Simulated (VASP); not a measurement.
# Al16N15 (a cell with a defect) in VASP: notebook

Al16N15 (a cell with a defect) is run at these levels: PBE, LDA; tasks: single point.

Everything below comes from runs of VASP 6.6.1. Logs are shortened: lines on timing, memory, paths and dates and some standing lists are left out, and cuts for length are marked.

### 1 The cell of the first run

The cell holds a defect, 31 atoms: a = 6.260 Å, b = 6.260 Å, c = 10.036 Å, α = 90.00°, β = 90.00°, γ = 120.00°.

### 2 Single point, PBE

Contents of INCAR:

```
  PREC = Accurate
  ENCUT = 520
  EDIFF = 1E-6
  ISMEAR = -1
  SIGMA = 0.01
  LREAL = Auto
  LASPH = T
  NELM = 120
  ALGO = Normal
  ISIF = 2
  LWAVE = F
  LCHARG = F
  GGA = PE
  NELECT = 122.0
  NBANDS = 82
  GGA_COMPAT = F
```

Contents of KPOINTS:

```
regular mesh
0
Gamma
  1 1 1
```

Contents of POSCAR:

```
Al16N15
1.0
    6.2604124029      0.0000000578      0.0000000000
   -3.1302062515      5.4216761502      0.0000000000
    0.0000000000      0.0000000000     10.0361163407
Al N
16 15
Direct
    0.3319674699      0.1665638338      0.2512930326
    0.1679767786      0.3311048480      0.5024913210
    0.3322697797      0.1671219354      0.7509562874
    0.1658047641      0.3332575701      1.0001332448
    0.3323332675      0.6636048978      0.2495549813
    0.1721902799      0.8358426413      0.5007085620
    0.3309621122      0.6648585826      0.7512283405
    0.1659467955      0.8339881926      1.0003834609
    0.8355086203      0.1670855388      0.2496574593
    0.6625544283      0.3259686602      0.5010117622
    0.8340804987      0.1675102996      0.7512386669
    0.6650541760      0.3329612085      1.0004621661
    0.8326183076      0.6663401261      0.2423848357
    0.6631636555      0.8352712031      0.5021869003
    0.8326975871      0.6666392185      0.7516383172
    0.6652583884      0.8339267578      0.9997209632
    0.3338418860      0.1649089709      0.4411246996
    0.1678184273      0.3312671397      0.1903999765
    0.3316108276      0.1674863215      0.9407233620
    0.1671382533      0.3318582487      0.6908141882
    0.3312237281      0.6638713077      0.4397736265
    0.1672440104      0.8315261332      0.1936961934
    0.3309789008      0.6685832960      0.9409476032
    0.1653276225      0.8316997501      0.6884488784
    0.8348885255      0.1676308624      0.4399243501
    0.6664704961      0.3312943532      0.1936291507
    0.8306068166      0.1682054538      0.9409212249
    0.6683692059      0.3343694466      0.6886227692
    0.6677169638      0.8326195738      0.1919943132
    0.8311418823      0.6678512651      0.9417462982
    0.6667872179      0.8309609715      0.6897093162
```

Potentials or basis: VASP PAW PBE potentials, release 64 (Al, N).

On the command line:

```sh
$ cat potpaw_PBE.64/Al/POTCAR potpaw_PBE.64/N/POTCAR > POTCAR
$ mpirun -np 1 vasp_gam > vasp.out
```

OUTCAR:

```text
PREC = Accurate
   ENCUT = 520
   EDIFF = 1E-6
   ISMEAR = -1
   LREAL = Auto
   LASPH = T
   NELM = 120
   ISIF = 2
   GGA = PE
   NELECT = 122.0

 ion  position               nearest neighbor table
   1  0.332  0.167  0.251-  18 1.88  26 1.90  17 1.91  22 1.91   6 3.08  10 3.08   2 3.09   8 3.10
                            12 3.10   4 3.10   9 3.11   5 3.11  13 3.13  13 3.13   5 3.15   9 3.15
   2  0.168  0.331  0.502-  20 1.89  17 1.90  21 1.91  25 1.91   3 3.06   7 3.08  11 3.08   1 3.09
                            10 3.11   9 3.11   5 3.11   6 3.11  14 3.13  14 3.13   6 3.15  10 3.15
   3  0.332  0.167  0.751-  20 1.89  19 1.90  24 1.92  28 1.93   2 3.06  10 3.08   4 3.08  12 3.09
                             8 3.09   6 3.09  11 3.12   7 3.12  15 3.13  15 3.13   7 3.14  11 3.14
   4  0.166  0.333  0.000-  19 1.89  18 1.91  27 1.91  23 1.91   7 3.08   5 3.08  11 3.08   9 3.08
                             3 3.08   1 3.10   8 3.13  12 3.13  16 3.13  16 3.13  12 3.13   8 3.13
   5  0.332  0.664  0.250-  22 1.89  18 1.90  29 1.91  21 1.91   4 3.08  16 3.09   8 3.10   6 3.10
                            14 3.11   9 3.11   1 3.11   2 3.11  13 3.12  13 3.14   1 3.15   9 3.15
   6  0.172  0.836  0.501-  17 1.88  24 1.88  21 1.90  10 3.07  14 3.08   1 3.08   7 3.09   3 3.09
                             5 3.10   2 3.11  15 3.12   2 3.15  13 3.18  14 3.18  10 3.19
   7  0.331  0.665  0.751-  23 1.90  20 1.90  24 1.91  31 1.92   4 3.08  14 3.08  16 3.08   2 3.08
                             6 3.09   8 3.09  11 3.11   3 3.12  15 3.12  15 3.14   3 3.14  11 3.15
   8  0.166  0.834  0.000-  23 1.89  19 1.90  30 1.91  22 1.94  13 3.03  15 3.08   3 3.09   7 3.09
                             5 3.10   1 3.10  12 3.12   4 3.13  16 3.13  16 3.13   4 3.13  12 3.14
   9  0.836  0.167  0.250-  26 1.89  18 1.90  29 1.90  25 1.91   4 3.08  16 3.09  12 3.10  10 3.10
[... 16 lines left out ...]
  18  0.168  0.331  0.190-   1 1.88   5 1.90   9 1.90   4 1.91
  19  0.332  0.167  0.941-   4 1.89   3 1.90  12 1.90   8 1.90
  20  0.167  0.332  0.691-   3 1.89   2 1.89   7 1.90  11 1.90
  21  0.331  0.664  0.440-   6 1.90  14 1.91   5 1.91   2 1.91
  22  0.167  0.832  0.194-  13 1.88   5 1.89   1 1.91   8 1.94
  23  0.331  0.669  0.941-   8 1.89   7 1.90  16 1.91   4 1.91
  24  0.165  0.832  0.688-   6 1.88   7 1.91  15 1.91   3 1.92
  25  0.835  0.168  0.440-  10 1.90  14 1.91   9 1.91   2 1.91
  26  0.666  0.331  0.194-  13 1.88   9 1.89   1 1.90  12 1.94
  27  0.831  0.168  0.941-  12 1.89  11 1.90  16 1.91   4 1.91
  28  0.668  0.334  0.689-  10 1.88  15 1.91  11 1.91   3 1.93
  29  0.668  0.833  0.192-  13 1.87   9 1.90   5 1.91  16 1.93
  30  0.831  0.668  0.942-  16 1.89  15 1.91   8 1.91  12 1.91
  31  0.667  0.831  0.690-  14 1.88  15 1.90   7 1.92  11 1.93

  LATTYP: Found a hexagonal cell.
 ALAT       =     6.2604124029
 C/A-ratio  =     1.6031078617

  Lattice vectors:

 A1 = (   6.2604124029,   0.0000000578,   0.0000000000)
 A2 = (  -3.1302062515,   5.4216761502,   0.0000000000)
 A3 = (   0.0000000000,   0.0000000000,  10.0361163407)

Analysis of symmetry for initial positions (statically):
=====================================================================
 Subroutine PRICEL returns:
 Original cell was already a primitive cell.

 Routine SETGRP: Setting up the symmetry group for a
 hexagonal supercell.

 Subroutine GETGRP returns: Found  1 space group operations
 (whereof  1 operations were pure point group operations)
 out of a pool of 24 trial point group operations.

The static configuration has the point symmetry C_1 .

Analysis of symmetry for dynamics (positions and initial velocities):
=====================================================================
 Subroutine PRICEL returns:
 Original cell was already a primitive cell.

 Routine SETGRP: Setting up the symmetry group for a
 hexagonal supercell.

 Subroutine GETGRP returns: Found  1 space group operations
 (whereof  1 operations were pure point group operations)
 out of a pool of 24 trial point group operations.

The dynamic configuration has the point symmetry C_1 .

 Subroutine INISYM returns: Found  1 space group operations
 (whereof  1 operations are pure point group operations),
 and found     1 'primitive' translations

----------------------------------------------------------------------------------------

                                     Primitive cell

  volume of cell :     340.6451

  direct lattice vectors                    reciprocal lattice vectors
     6.260412403  0.000000058  0.000000000     0.159733885  0.092222403  0.000000000
    -3.130206252  5.421676150  0.000000000    -0.000000002  0.184444804  0.000000000
[... 72 lines left out ...]
----------------------------------------------------------------------------------------

 KPOINTS: regular mesh

Automatic generation of k-mesh.
 Grid dimensions read from file:
 generate k-points for:    1    1    1

 Generating k-lattice:

  Cartesian coordinates                     Fractional coordinates (reciprocal lattice)
     0.159733885  0.092222403  0.000000000     1.000000000  0.000000000  0.000000000
    -0.000000002  0.184444804  0.000000000     0.000000000  1.000000000  0.000000000
     0.000000000  0.000000000  0.099640136     0.000000000  0.000000000  1.000000000

  Length of vectors
     0.184444804  0.184444804  0.099640136

  Shift w.r.t. Gamma in fractional coordinates (k-lattice)
     0.000000000  0.000000000  0.000000000

 Subroutine IBZKPT returns following result:
 ===========================================

 Found      1 irreducible k-points:

 Following reciprocal coordinates:
            Coordinates               Weight
  0.000000  0.000000  0.000000      1.000000
   k-points           NKPTS =      1   k-points in BZ     NKDIM =      1   number of bands    NBANDS=     82
   number of dos      NEDOS =    301   number of ions     NIONS =     31
   total plane-waves  NPLWV = 184320
   dimension x,y,z NGX =    48 NGY =   48 NGZ =   80
   dimension x,y,z NGXF=    96 NGYF=   96 NGZF=  160
   ions per type =              16  15
   NGX,Y,Z   is equivalent  to a cutoff of  12.75, 12.75, 13.25 a.u.
   NGXF,Y,Z  is equivalent  to a cutoff of  25.49, 25.49, 26.50 a.u.
 SYSTEM =  unknown system
   PREC   = accura    normal or accurate (medium, high low for compatibility)
   ISTART =      0    job   : 0-new  1-cont  2-samecut
   ICHARG =      2    charge: 1-file 2-atom 10-const
   ISPIN  =      1    spin polarized calculation?
   LNONCOLLINEAR =      F non collinear calculations
   LSORBIT =      F    spin-orbit coupling
   LASPH  =      T    aspherical Exc in radial PAW
   ENCUT  =  520.0 eV  38.22 Ry    6.18 a.u.  11.64 11.64 18.66*2*pi/ulx,y,z
   NELM   =    120;   NELMIN=  2; NELMDL= -5     # of ELM steps
   EDIFF  = 0.1E-05   stopping-criterion for ELM
   LREAL  =      T    real-space projection
   EDIFFG = 0.1E-04   stopping-criterion for IOM
   NSW    =      0    number of steps for IOM
   IBRION =     -1    ionic relax: 0-MD 1-quasi-New 2-CG
   NFREE  =      0    steps in history (QN), initial steepest desc. (CG)
   ISIF   =      2    stress and relaxation
   ISYM   =      2    0-nonsym 1-usesym 2-fastsym
   POTIM  = 0.5000    time-step for ionic-motion
   TEBEG  =    0.0;   TEEND  =   0.0 temperature during run
   PSTRESS=    0.0 pullay stress
   NELECT =     122.0000    total number of electrons
   NUPDOWN=      -1.0000    fix difference up-down
   EMIN   =  10.00;   EMAX   =-10.00  energy-range for DOS
   EFERMI =   0.00;   METHOD = LEGACY
   ISMEAR =    -1;   SIGMA  =   0.01  broadening in eV -4-tet -1-fermi 0-gaus
   EFERMI_NEDOS =   21; number of points for ismear=-14 and -15
   IALGO  =     38    algorithm
   IMIX   =      4    mixing-type and parameters
     AMIX     =   0.40;   BMIX     =  1.00
     AMIX_MAG =   1.60;   BMIX_MAG =  1.00
  volume/ion in A,a.u.               =      10.99        74.15
  Fermi-wavevector in a.u.,A,eV,Ry     =   1.162592  2.196981 18.389912  1.351620
  Thomas-Fermi vector in A             =   2.299151
   LORBIT       =      0    0 simple, 1 ext, 2 COOP (PROOUT), +10 PAW based schemes
   GGA     = PE    functional components
   LHFCALC =     F    Hartree Fock is set to
   AEXX    =    0.0000 exact exchange contribution
   IVDW    =     0    specifies the selected vdW correction
   LEPSILON=     F    determine dielectric tensor
   LRPA    =     F    only Hartree local field effects (RPA)
 non-spin polarized calculation
  energy-cutoff  :      520.00
  volume of cell :      340.65
 maximum number of plane-waves:      4582
 NGX is ok and might be reduce to    48
   NGX = 23   NGY = 23   NGZ = 37

 number of electron     121.9999991 magnetization

 Free energy of the ion-electron system (eV)
  ---------------------------------------------------
  ext. energy  EPLUGINS =         0.00000000
  ---------------------------------------------------
  free energy    TOTEN  =      -225.95029586 eV

  energy without entropy =     -225.95029586  energy(sigma->0) =     -225.95029586

 E-fermi :   6.1721     XC(G=0): -10.6380

 val. band max:        5.9001445004   @ k =   0.0000   0.0000   0.0000
 cond. band min:       9.6453986180   @ k =   0.0000   0.0000   0.0000
 fundamental gap:      3.7452541177
 Fermi energy:         6.1720835041

 k-point     1 :       0.0000    0.0000    0.0000
  band No.  band energies     occupation
      1      -9.0140      2.00000
      2      -8.1802      2.00000
      3      -8.1484      2.00000
      4      -7.3765      2.00000
      5      -7.3050      2.00000
      6      -7.0140      2.00000
[... 65 lines left out ...]
     72      11.6926      0.00000
     73      11.7268      0.00000
 [bands above 73 left out]

------------------------ aborting loop because EDIFF is reached ----------------------------------------

  FORCE on cell =-STRESS in cart. coord.  units (eV):
  Direction    XX          YY          ZZ          XY          YZ          ZX
  --------------------------------------------------------------------------------------
  -------------------------------------------------------------------------------------
  Total       -2.6318802     -3.6643493    -22.3414664     -0.8973050     -0.0574778      0.1256217
  in kB      -12.3786843    -17.2347603   -105.0799972     -4.2203499     -0.2703390      0.5908441
  external PRESSURE =     -44.8978139 kB  Pullay stress =       0.0000000 kB

 VOLUME and BASIS-vectors are now :
 -----------------------------------------------------------------------------
  energy-cutoff  :      520.00
  volume of cell :      340.65
      direct lattice vectors                 reciprocal lattice vectors
     6.260412403  0.000000058  0.000000000     0.159733885  0.092222403  0.000000000
    -3.130206252  5.421676150  0.000000000    -0.000000002  0.184444804  0.000000000
     0.000000000  0.000000000 10.036116341     0.000000000  0.000000000  0.099640136

 POSITION                                       TOTAL-FORCE (eV/Angst)
 -----------------------------------------------------------------------------------
      1.55687      0.90306      2.52201         0.142536     -0.086277     -0.767004
      0.01518      1.79514      5.04306        -0.235512      0.118221     -0.330711
      1.55702      0.90608      7.53668         0.172509     -0.087264     -0.378615
     -0.00516      1.80681      0.00134        -0.105834      0.064810     -0.420510
      0.00332      3.59785      2.50456         0.096501     -0.019671     -0.557510
     -1.53838      4.53167      5.02517         0.324811     -0.071937      0.229307
[... 23 lines left out ...]
      3.11278      3.62087      9.45148         0.167701     -0.091919      0.464481
      1.57328      4.50520      6.92200        -0.085506      0.102619      0.409606
 -----------------------------------------------------------------------------------
    total drift:                               -0.008111      0.007413      0.009733

  FREE ENERGIE OF THE ION-ELECTRON SYSTEM (eV)
  ---------------------------------------------------
  free  energy   TOTEN  =      -225.9502958553 eV

  energy  without entropy=     -225.9502958553  energy(sigma->0) =     -225.95029586
```

It took 96 s on 1 thread of Intel Xeon Platinum 8175M at 2.50GHz (Skylake/Cascade Lake), shared host; peak memory 0.39 GiB.

What came out:

* Free energy: -225.9503 eV
* Largest force: 0.801 eV/Å

Forces in eV/Å, atoms in the order of the input:
```
Al   0.143 -0.086 -0.767
Al  -0.236  0.118 -0.331
Al   0.173 -0.087 -0.379
Al  -0.106  0.065 -0.421
Al   0.097 -0.020 -0.558
Al   0.325 -0.072  0.229
Al   0.103  0.015 -0.426
Al  -0.083  0.066 -0.403
Al   0.059 -0.057 -0.552
Al   0.241 -0.224  0.214
Al   0.029 -0.083 -0.435
Al  -0.112  0.045 -0.419
Al   0.154 -0.108 -0.779
Al  -0.338  0.213  0.004
Al   0.108 -0.066 -0.339
Al  -0.119  0.073 -0.429
N   -0.542  0.309  0.114
N   -0.154  0.093  0.469
N    0.271 -0.162  0.474
N   -0.143  0.071  0.452
N    0.166 -0.367  0.287
N   -0.310  0.013  0.281
N    0.191  0.007  0.487
N   -0.174  0.026  0.460
N    0.409  0.033  0.288
N   -0.119  0.299  0.292
N    0.092 -0.185  0.482
N   -0.143  0.085  0.453
N   -0.062 -0.027  0.379
N    0.168 -0.092  0.464
N   -0.086  0.103  0.410
```

Caveat: the k points lie up to 1.16 Å⁻¹ apart; the cell carries a net charge on a neutralising background, which shifts energy and pressure; the cell is charged against a uniform background, so pressure and absolute levels hang on convention.

### 3 Single point, PBE

Contents of INCAR:

```
  ALGO = Normal
  EDIFF = 1E-6
  ENCUT = 520
  GGA = PE
  GGA_COMPAT = F
  ISIF = 2
  ISMEAR = -1
  LASPH = T
  LCHARG = F
  LREAL = Auto
  LWAVE = F
  NBANDS = 82
  NELECT = 120.0
  NELM = 120
  PREC = Accurate
  SIGMA = 0.01
```

Contents of KPOINTS:

```
k-points
0
Gamma
  1 1 1
```

Contents of POSCAR:

```
Al16N15
1.0
    6.2604124029      0.0000000578      0.0000000000
   -3.1302062515      5.4216761502      0.0000000000
    0.0000000000      0.0000000000     10.0361163407
Al N
16 15
Direct
    0.3317796070      0.1674159770      0.2461294823
    0.1664770641      0.3327170470      0.5039602391
    0.3302223926      0.1694050809      0.7535026159
    0.1660954821      0.3331218056      1.0012732819
    0.3321040852      0.6633444083      0.2460805753
    0.2090002510      0.8547466864      0.5095990050
    0.3296203848      0.6585032950      0.7533168286
    0.1778901114      0.8396159227      0.9973424044
    0.8361064918      0.1672883599      0.2461610798
    0.6445582696      0.2902518865      0.5095014389
    0.8406215152      0.1696482789      0.7531810126
    0.6601286608      0.3217918118      0.9970583524
    0.8337342706      0.6659740424      0.1898065165
    0.6456682440      0.8532861814      0.5105335046
    0.8334841939      0.6654830397      0.7581689066
    0.6612873363      0.8384984913      0.9969892417
    0.3312573113      0.1677267723      0.4391285794
    0.1675017673      0.3317980769      0.1909821556
    0.3309849412      0.1685315780      0.9395804418
    0.1679576400      0.3313623227      0.6894050476
    0.3306788731      0.6644745813      0.4391787973
    0.1724013790      0.8343655482      0.1914388577
    0.3312067554      0.6666235626      0.9393703421
    0.1635516975      0.8293078982      0.6898317680
    0.8346005729      0.1682644968      0.4392373756
    0.6649376857      0.3270377422      0.1915383732
    0.8329152816      0.1681453711      0.9391071502
    0.6701157197      0.3355335879      0.6896858341
    0.6658473981      0.8338941996      0.1911247285
    0.8321569977      0.6674285221      0.9508671537
    0.6698915119      0.8285209744      0.6903900098
```

Potentials or basis: VASP PAW PBE potentials, release 64 (Al, N).

On the command line:

```sh
$ cat potpaw_PBE.64/Al/POTCAR potpaw_PBE.64/N/POTCAR > POTCAR
$ mpirun -np 1 vasp_gam > vasp.out
```

Wall time 1.9 min (1 thread of Intel Xeon Platinum 8175M at 2.50GHz (Skylake/Cascade Lake), shared host); peak memory 0.39 GiB.

Results (log left out):

| Item | Value |
| --- | --- |
| Free energy | -237.5678 eV |
| Largest force | 0.940 eV/Å |

Forces in eV/Å, atoms in the order of the input:
```
Al   0.281 -0.151 -0.141
Al  -0.106  0.057 -0.520
Al   0.059 -0.061 -0.547
Al  -0.142  0.103 -0.768
Al   0.130  0.118 -0.130
Al  -0.187 -0.127 -0.489
Al   0.063 -0.074 -0.529
Al  -0.269 -0.081 -0.372
Al  -0.056 -0.161 -0.129
Al   0.002  0.213 -0.508
Al   0.129 -0.046 -0.541
Al  -0.080  0.269 -0.321
Al   0.158 -0.123 -0.021
Al   0.030 -0.020 -0.669
Al   0.131 -0.051 -0.711
Al  -0.003 -0.025 -0.368
N    0.170 -0.082  0.356
N   -0.188  0.111  0.568
N    0.290 -0.157  0.416
N   -0.177  0.095  0.655
N    0.220  0.098  0.393
N   -0.468 -0.097 -0.088
N    0.222 -0.006  0.438
N   -0.147  0.093  0.802
N    0.034 -0.233  0.398
N   -0.134  0.466 -0.098
N    0.099 -0.173  0.451
N   -0.168  0.093  0.813
N    0.060 -0.049 -0.003
N    0.177 -0.104  0.917
N   -0.130  0.106  0.748
```

Levels at points of the mesh, in eV from the Fermi level:
```csv
k point,band 56,band 57,band 58,band 59,band 60,band 61,band 62,band 63,band 64,band 65
"(0.00, 0.00, 0.00)",-0.51,-0.47,-0.32,-0.18,-0.16,0.15,3.13,4.48,4.94,5.10
```

Caveat: the k points lie up to 1.16 Å⁻¹ apart; the cell carries a net charge on a neutralising background, which shifts energy and pressure; the cell is charged against a uniform background, so pressure and absolute levels hang on convention.

(Continued in part 2 of 2.)
